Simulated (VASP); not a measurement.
# CrCdB3 (Pm-3m) in VASP: further runs

The runs below take CrCdB3 through single point, relaxation of cell and atoms, with PBE.

Everything below comes from runs of VASP 6.6.1. Logs are shortened: lines on timing, memory, paths and dates and some standing lists are left out, and cuts for length are marked.

**1. The cell of the first run**

The structure is cubic, space group Pm-3m (No. 221). The conventional cell has a = 4.320 Å, b = 4.320 Å, c = 4.320 Å, α = 90.00°, β = 90.00°, γ = 90.00°. Within 4.0 Å of Cr (site symmetry m-3m) lie 12 B at 3.05 Å and 8 Cd at 3.74 Å. Within 2.9 Å of Cd (site symmetry m-3m) lie 6 B at 2.16 Å. Within 2.9 Å of B (site symmetry 4/mmm) lie 2 Cd at 2.16 Å.

**2. Single point, PBE, collinear spin, ferromagnetic start**

INCAR reads:

```
SYSTEM = CrCdB3
PREC     = Accurate       ! precision mode
ENCUT    = 520            ! plane-wave cutoff, eV
EDIFF    = 1E-6           ! SCF threshold, eV
ISMEAR   = 0              ! smearing method
SIGMA    = 0.1            ! smearing width, eV
LREAL    = .FALSE.        ! projectors in reciprocal space
LASPH    = .TRUE.         ! aspherical terms in the spheres
NELM     = 150            ! most SCF steps
ALGO     = Normal         ! electronic algorithm
ISIF     = 2              ! what is computed and relaxed
LWAVE    = .FALSE.        ! write WAVECAR
LCHARG   = .FALSE.        ! write CHGCAR
ISPIN    = 2              ! spin polarisation
MAGMOM   = 3.25 0 0 0 0   ! initial moments
LORBIT   = 11             ! projections on sites
LMAXMIX  = 4              ! l up to which the mixer works
GGA      = PE             ! functional
NBANDS   = 28             ! bands
```

KPOINTS reads:

```
Automatic mesh
0
G
  6 6 6
  0 0 0
```

POSCAR reads:

```
CrCdB3
1.0
    4.3196337215      0.0000000000      0.0000000000
    0.0000000000      4.3196337215      0.0000000000
    0.0000000000      0.0000000000      4.3196337215
Cr Cd B
1 1 3
Direct
    0.0000000000      0.0000000000      0.0000000000
    0.5000000000      0.5000000000      0.5000000000
    0.0000000000      0.5000000000      0.5000000000
    0.5000000000      0.0000000000      0.5000000000
    0.5000000000      0.5000000000      0.0000000000
```

Potentials or basis: VASP PAW PBE potentials, release 64 (Cr_pv, Cd, B).

Started as:

```
$ cat potpaw_PBE.64/Cr_pv/POTCAR potpaw_PBE.64/Cd/POTCAR potpaw_PBE.64/B/POTCAR > POTCAR
$ mpirun -np 1 vasp_std > vasp.out
```

OUTCAR:

```text
SYSTEM = CrCdB3
   PREC = Accurate
   ENCUT = 520
   EDIFF = 1E-6
   ISMEAR = 0
   LREAL = .FALSE.
   LASPH = .TRUE.
   NELM = 150
   ISIF = 2
   ISPIN = 2
   LORBIT = 11
   GGA = PE

 ion  position               nearest neighbor table
   1  0.000  0.000  0.000-
   2  0.500  0.500  0.500-   3 2.16   4 2.16   5 2.16   5 2.16   4 2.16   3 2.16
   3  0.000  0.500  0.500-   2 2.16   2 2.16
   4  0.500  0.000  0.500-   2 2.16   2 2.16
   5  0.500  0.500  0.000-   2 2.16   2 2.16

  LATTYP: Found a simple cubic cell.
 ALAT       =     4.3196337215

  Lattice vectors:

 A1 = (   4.3196337215,   0.0000000000,   0.0000000000)
 A2 = (   0.0000000000,   4.3196337215,   0.0000000000)
 A3 = (   0.0000000000,   0.0000000000,   4.3196337215)

Analysis of symmetry for initial positions (statically):
=====================================================================
 Subroutine PRICEL returns:
 Original cell was already a primitive cell.

 Routine SETGRP: Setting up the symmetry group for a
 simple cubic supercell.

 Subroutine GETGRP returns: Found 48 space group operations
 (whereof 48 operations were pure point group operations)
 out of a pool of 48 trial point group operations.

The static configuration has the point symmetry O_h .

Analysis of symmetry for dynamics (positions and initial velocities):
=====================================================================
 Subroutine PRICEL returns:
 Original cell was already a primitive cell.

 Routine SETGRP: Setting up the symmetry group for a
 simple cubic supercell.

 Subroutine GETGRP returns: Found 48 space group operations
 (whereof 48 operations were pure point group operations)
 out of a pool of 48 trial point group operations.

The dynamic configuration has the point symmetry O_h .

Analysis of structural, dynamic, and magnetic symmetry:
=====================================================================
 Subroutine PRICEL returns:
 Original cell was already a primitive cell.

 Routine SETGRP: Setting up the symmetry group for a
 simple cubic supercell.

 Subroutine GETGRP returns: Found 48 space group operations
 (whereof 48 operations were pure point group operations)
 out of a pool of 48 trial point group operations.

The overall configuration has the point symmetry O_h .

 Subroutine INISYM returns: Found 48 space group operations
 (whereof 48 operations are pure point group operations),
 and found     1 'primitive' translations

----------------------------------------------------------------------------------------

                                     Primitive cell

  volume of cell :      80.6011

  direct lattice vectors                    reciprocal lattice vectors
     4.319633721  0.000000000  0.000000000     0.231501110  0.000000000  0.000000000
     0.000000000  4.319633721  0.000000000     0.000000000  0.231501110  0.000000000
     0.000000000  0.000000000  4.319633721     0.000000000  0.000000000  0.231501110

  length of vectors
     4.319633721  4.319633721  4.319633721     0.231501110  0.231501110  0.231501110

  position of ions in fractional coordinates (direct lattice)
     0.000000000  0.000000000  0.000000000
     0.500000000  0.500000000  0.500000000
     0.000000000  0.500000000  0.500000000
     0.500000000  0.000000000  0.500000000
     0.500000000  0.500000000  0.000000000

  ion indices of the primitive-cell ions
   primitive index   ion index
                 1           1
                 2           2
                 3           3
                 4           4
                 5           5

----------------------------------------------------------------------------------------

 KPOINTS: Automatic mesh

Automatic generation of k-mesh.
 Grid dimensions read from file:
 generate k-points for:    6    6    6

 Generating k-lattice:

  Cartesian coordinates                     Fractional coordinates (reciprocal lattice)
     0.038583518  0.000000000  0.000000000     0.166666667  0.000000000  0.000000000
     0.000000000  0.038583518  0.000000000     0.000000000  0.166666667  0.000000000
     0.000000000  0.000000000  0.038583518     0.000000000  0.000000000  0.166666667

  Length of vectors
     0.038583518  0.038583518  0.038583518

  Shift w.r.t. Gamma in fractional coordinates (k-lattice)
     0.000000000  0.000000000  0.000000000

 Subroutine IBZKPT returns following result:
 ===========================================

 Found     20 irreducible k-points:

 Following reciprocal coordinates:
            Coordinates               Weight
  0.000000  0.000000  0.000000      1.000000
  0.166667  0.000000  0.000000      6.000000
  0.333333  0.000000  0.000000      6.000000
  0.500000  0.000000  0.000000      3.000000
  0.166667  0.166667  0.000000     12.000000
  0.333333  0.166667  0.000000     24.000000
[... 12 lines left out ...]
  0.500000  0.500000  0.333333      6.000000
  0.500000  0.500000  0.500000      1.000000
   k-points           NKPTS =     20   k-points in BZ     NKDIM =     20   number of bands    NBANDS=     28
   number of dos      NEDOS =    301   number of ions     NIONS =      5
   total plane-waves  NPLWV =  32768
   dimension x,y,z NGX =    32 NGY =   32 NGZ =   32
   dimension x,y,z NGXF=    64 NGYF=   64 NGZF=   64
   ions per type =               1   1   3
   NGX,Y,Z   is equivalent  to a cutoff of  12.32, 12.32, 12.32 a.u.
   NGXF,Y,Z  is equivalent  to a cutoff of  24.63, 24.63, 24.63 a.u.
 SYSTEM =  CrCdB3
   PREC   = accura    normal or accurate (medium, high low for compatibility)
   ISTART =      0    job   : 0-new  1-cont  2-samecut
   ICHARG =      2    charge: 1-file 2-atom 10-const
   ISPIN  =      2    spin polarized calculation?
   LNONCOLLINEAR =      F non collinear calculations
   LSORBIT =      F    spin-orbit coupling
   LASPH  =      T    aspherical Exc in radial PAW
   ENCUT  =  520.0 eV  38.22 Ry    6.18 a.u.   8.03  8.03  8.03*2*pi/ulx,y,z
   NELM   =    150;   NELMIN=  2; NELMDL= -5     # of ELM steps
   EDIFF  = 0.1E-05   stopping-criterion for ELM
   LREAL  =      F    real-space projection
   EDIFFG = 0.1E-04   stopping-criterion for IOM
   NSW    =      0    number of steps for IOM
   IBRION =     -1    ionic relax: 0-MD 1-quasi-New 2-CG
   NFREE  =      0    steps in history (QN), initial steepest desc. (CG)
   ISIF   =      2    stress and relaxation
   ISYM   =      2    0-nonsym 1-usesym 2-fastsym
   POTIM  = 0.5000    time-step for ionic-motion
   TEBEG  =    0.0;   TEEND  =   0.0 temperature during run
   PSTRESS=    0.0 pullay stress
   NELECT =      33.0000    total number of electrons
   NUPDOWN=      -1.0000    fix difference up-down
   EMIN   =  10.00;   EMAX   =-10.00  energy-range for DOS
   EFERMI =   0.00;   METHOD = LEGACY
   ISMEAR =     0;   SIGMA  =   0.10  broadening in eV -4-tet -1-fermi 0-gaus
   EFERMI_NEDOS =   21; number of points for ismear=-14 and -15
   IALGO  =     38    algorithm
   IMIX   =      4    mixing-type and parameters
     AMIX     =   0.40;   BMIX     =  1.00
     AMIX_MAG =   1.60;   BMIX_MAG =  1.00
  volume/ion in A,a.u.               =      16.12       108.78
  Fermi-wavevector in a.u.,A,eV,Ry     =   1.215624  2.297196 20.105892  1.477741
  Thomas-Fermi vector in A             =   2.351005
   LORBIT       =     11    0 simple, 1 ext, 2 COOP (PROOUT), +10 PAW based schemes
   GGA     = PE    functional components
   LHFCALC =     F    Hartree Fock is set to
   AEXX    =    0.0000 exact exchange contribution
   IVDW    =     0    specifies the selected vdW correction
   LEPSILON=     F    determine dielectric tensor
   LRPA    =     F    only Hartree local field effects (RPA)
 spin polarized calculation
 Gauss-broadening in eV      SIGMA  =   0.10
  energy-cutoff  :      520.00
  volume of cell :       80.60
 maximum number of plane-waves:      2194
   NGX = 17   NGY = 17   NGZ = 17

 number of electron      32.9999975 magnetization       4.2361326

 Free energy of the ion-electron system (eV)
  ---------------------------------------------------
  ext. energy  EPLUGINS =         0.00000000
  ---------------------------------------------------
  free energy    TOTEN  =       -18.15365999 eV

  energy without entropy =      -18.14103551  energy(sigma->0) =      -18.14734775

 E-fermi :   3.2204     XC(G=0): -10.1592

 val. band max:        3.2120094088   @ k =   0.1667   0.1667   0.1667
 cond. band min:       3.2490497947   @ k =   0.3333   0.3333   0.0000
 fundamental gap:      0.0370403860
 Fermi energy:         3.2203810407

 spin component 1

 k-point     1 :       0.0000    0.0000    0.0000
  band No.  band energies     occupation
      1     -40.6473      1.00000
      2     -40.6473      1.00000
      3     -40.6473      1.00000
      4      -7.4878      1.00000
      5      -7.4878      1.00000
      6      -7.1627      1.00000
[... 20 lines left out ...]
     27       9.5420      0.00000
[... 566 lines left out ...]
      5      -7.1594      1.00000
      6      -6.5399      1.00000
[... 20 lines left out ...]
     27       9.5426      0.00000
     28      13.7679      0.00000
 Fermi energy:         3.2203810407

 spin component 2

 k-point     1 :       0.0000    0.0000    0.0000
  band No.  band energies     occupation
      1     -36.7303      1.00000
      2     -36.7303      1.00000
      3     -36.7303      1.00000
      4      -7.4788      1.00000
      5      -7.4788      1.00000
      6      -7.1053      1.00000
[... 20 lines left out ...]
     27      13.0780      0.00000
[... 567 lines left out ...]
      6      -6.5447      1.00000
[... 20 lines left out ...]
     27      14.3579      0.00000
     28      14.7221      0.00000

------------------------ aborting loop because EDIFF is reached ----------------------------------------

  FORCE on cell =-STRESS in cart. coord.  units (eV):
  Direction    XX          YY          ZZ          XY          YZ          ZX
  --------------------------------------------------------------------------------------
  -------------------------------------------------------------------------------------
  Total        0.1736207      0.1736207      0.1736207      0.0000000      0.0000000      0.0000000
  in kB        3.4512103      3.4512103      3.4512103      0.0000000      0.0000000      0.0000000
  external PRESSURE =       3.4512103 kB  Pullay stress =       0.0000000 kB

 VOLUME and BASIS-vectors are now :
 -----------------------------------------------------------------------------
  energy-cutoff  :      520.00
  volume of cell :       80.60
      direct lattice vectors                 reciprocal lattice vectors
     4.319633721  0.000000000  0.000000000     0.231501110  0.000000000  0.000000000
     0.000000000  4.319633721  0.000000000     0.000000000  0.231501110  0.000000000
     0.000000000  0.000000000  4.319633721     0.000000000  0.000000000  0.231501110

 POSITION                                       TOTAL-FORCE (eV/Angst)
 -----------------------------------------------------------------------------------
      0.00000      0.00000      0.00000         0.000000      0.000000      0.000000
      2.15982      2.15982      2.15982         0.000000      0.000000      0.000000
      0.00000      2.15982      2.15982         0.000000      0.000000      0.000000
      2.15982      0.00000      2.15982         0.000000      0.000000      0.000000
      2.15982      2.15982      0.00000         0.000000      0.000000      0.000000
 -----------------------------------------------------------------------------------
    total drift:                                0.000000     -0.000000     -0.000000

  FREE ENERGIE OF THE ION-ELECTRON SYSTEM (eV)
  ---------------------------------------------------
  free  energy   TOTEN  =       -18.1536599893 eV

  energy  without entropy=      -18.1410355135  energy(sigma->0) =      -18.14734775

 total charge

# of ion       s       p       d       tot
------------------------------------------
    1        0.193   6.052   4.077  10.322
    2        0.606   0.741   9.418  10.765
    3        0.809   0.714   0.000   1.523
    4        0.809   0.714   0.000   1.523
    5        0.809   0.714   0.000   1.523
--------------------------------------------------
tot          3.226   8.934  13.495  25.655

 magnetization (x)

# of ion       s       p       d       tot
------------------------------------------
    1        0.068   0.009   3.807   3.884
    2        0.010   0.016  -0.013   0.012
    3        0.007  -0.016   0.000  -0.009
    4        0.007  -0.016   0.000  -0.009
    5        0.007  -0.016   0.000  -0.009
--------------------------------------------------
tot          0.097  -0.022   3.793   3.868
```

Run time: 82 s. Hardware: 1 thread of Intel Xeon Platinum 8124M at 3.00GHz (Skylake/Cascade Lake), shared host; peak memory 0.25 GiB.

Results:

```yaml
Free_energy: -18.1537 eV
Pressure: 0.3 GPa
Net_moment: 4.24 μB per cell
Site_moments: Cr +3.88; Cd +0.01; B -0.01 μB
Valence_electrons_inside_the_program's_atomic_spheres: Cr 10.32; Cd 10.77; B 1.52
```

Levels at points of the mesh, in eV from the Fermi level:
Spin up:
```csv
k point,band 15,band 16,band 17,band 18,band 19,band 20,band 21,band 22,band 23,band 24
"(0.00, 0.00, 0.00)",-0.91,-0.91,-0.91,-0.26,-0.26,0.96,1.87,1.87,1.87,2.38
"(0.50, 0.00, 0.00)",-0.90,-0.85,-0.40,-0.40,-0.05,0.69,0.69,1.14,1.95,2.84
"(0.50, 0.50, 0.00)",-1.43,-0.96,-0.78,-0.60,0.48,0.65,0.65,2.15,2.15,4.13
"(0.50, 0.50, 0.50)",-2.04,-0.71,-0.71,-0.48,-0.48,-0.48,0.66,3.99,3.99,3.99
```
Spin down:
| k point | band 10 | band 11 | band 12 | band 13 | band 14 | band 15 | band 16 | band 17 | band 18 | band 19 |
| --- | --- | --- | --- | --- | --- | --- | --- | --- | --- | --- |
| (0.00, 0.00, 0.00) | -3.09 | -3.09 | -3.09 | -2.46 | -2.46 | 1.77 | 1.77 | 1.77 | 2.06 | 2.51 |
| (0.50, 0.00, 0.00) | -7.44 | -2.48 | -2.48 | -1.95 | -0.25 | 0.21 | 0.78 | 0.78 | 1.25 | 1.73 |
| (0.50, 0.50, 0.00) | -6.78 | -6.78 | -2.63 | -1.41 | -0.06 | 0.34 | 0.34 | 0.70 | 0.70 | 2.47 |
| (0.50, 0.50, 0.50) | -6.31 | -6.31 | -6.31 | -1.91 | -1.91 | -1.91 | 2.24 | 2.86 | 2.86 | 3.02 |

Caveat: a cell with one magnetic atom can't hold antiferromagnetic order, which such compounds often take.

**3. Relaxation of cell and atoms, PBE, collinear spin, ferromagnetic start**

This run uses another cell than the first one, of 10.43 Å³/atom, 0.647 times its volume.

INCAR reads:

```
  ALGO = Normal
  EDIFF = 1E-7
  EDIFFG = -0.04
  ENCUT = 600
  GGA = PE
  IBRION = 2
  ISIF = 3
  ISMEAR = 0
  ISPIN = 2
  LASPH = T
  LCHARG = F
  LMAXMIX = 4
  LORBIT = 11
  LREAL = F
  LWAVE = F
  MAGMOM = 3.25 0 0 0 0
  NELM = 150
  NSW = 90
  PREC = Accurate
  SIGMA = 0.1
```

KPOINTS reads:

```
k-points
0
Gamma
  6 6 6
```

POSCAR, as its differences from that of step 2:

```diff
@@ -2,5 +2,5 @@
 1.0
-    4.3196337215      0.0000000000      0.0000000000
-    0.0000000000      4.3196337215      0.0000000000
-    0.0000000000      0.0000000000      4.3196337215
+    3.7358727034      0.0000000000      0.0000000000
+    0.0000000000      3.7358727034      0.0000000000
+    0.0000000000      0.0000000000      3.7358727034
 Cr Cd B
```

Potentials or basis: VASP PAW PBE potentials, release 64 (Cr_pv, Cd, B).

Started as:

```
$ cat potpaw_PBE.64/Cr_pv/POTCAR potpaw_PBE.64/Cd/POTCAR potpaw_PBE.64/B/POTCAR > POTCAR
$ mpirun -np 1 vasp_std > vasp.out
```

Run time: 7.7 min. Hardware: 1 thread of Intel Xeon Platinum 8124M at 3.00GHz (Skylake/Cascade Lake), shared host; peak memory 0.23 GiB.

It converged, with:

```
Free energy                                           : -18.1369 eV
Relaxed volume                                        : 16.27 Å³/atom
Relaxed cell                                          : a = 4.333 Å, b = 4.333 Å, c = 4.333 Å, α = 90.00°, β = 90.00°, γ = 90.00°
Space group after relaxing (to 0.05 Å)                : Pm-3m (No. 221)
Energy gained by relaxing                             : 829.5 meV/atom
Ionic steps                                           : 4
Pressure after relaxing                               : -0.4 GPa
Net moment                                            : 4.22 μB per cell
Site moments                                          : Cr +3.89; Cd +0.01; B -0.01 μB
Valence electrons inside the program's atomic spheres : Cr 10.32; Cd 10.75; B 1.52
```

The path:
```csv
step,energy change (eV),largest force (eV/Å),pressure (GPa),volume (Å³)
1,0.0000,0.0000,68.86,52.14
2,-3.8285,0.0000,-6.79,93.81
3,-4.1387,0.0000,1.60,79.01
4,-4.1473,0.0000,-0.37,81.34
```

Final structure:
```
Cr Cd B
1.0
     4.33278    0.00000    0.00000
     0.00000    4.33278    0.00000
     0.00000    0.00000    4.33278
Cr Cd B
1 1 3
Direct
  0.00000 0.00000 0.00000
  0.50000 0.50000 0.50000
  0.00000 0.50000 0.50000
  0.50000 0.00000 0.50000
  0.50000 0.50000 0.00000
```

Levels at points of the mesh, in eV from the Fermi level:
Spin up:
| k point | band 17 | band 18 | band 19 | band 20 | band 21 | band 22 |
| --- | --- | --- | --- | --- | --- | --- |
| (0.00, 0.00, 0.00) | -0.89 | -0.27 | -0.27 | 0.95 | 1.88 | 1.88 |
| (0.50, 0.00, 0.00) | -0.39 | -0.39 | -0.05 | 0.71 | 1.13 | 2.84 |
| (0.50, 0.50, 0.00) | -0.76 | -0.59 | 0.45 | 0.66 | 2.15 | 2.15 |
| (0.50, 0.50, 0.50) | -0.70 | -0.47 | -0.47 | -0.47 | 0.66 | 3.99 |
Spin down:
```csv
k point,band 12,band 13,band 14,band 15,band 16,band 17
"(0.00, 0.00, 0.00)",-3.05,-2.47,-2.47,1.78,2.05,2.51
"(0.50, 0.00, 0.00)",-2.44,-1.97,-0.22,0.21,0.80,1.23
"(0.50, 0.50, 0.00)",-2.60,-1.38,-0.08,0.36,0.36,2.47
"(0.50, 0.50, 0.50)",-6.28,-1.88,-1.88,-1.88,2.23,2.86
```

Caveat: the volume moved by over 15 % at a fixed basis, so the end points are rough; a cell with one magnetic atom can't hold antiferromagnetic order, which such compounds often take.
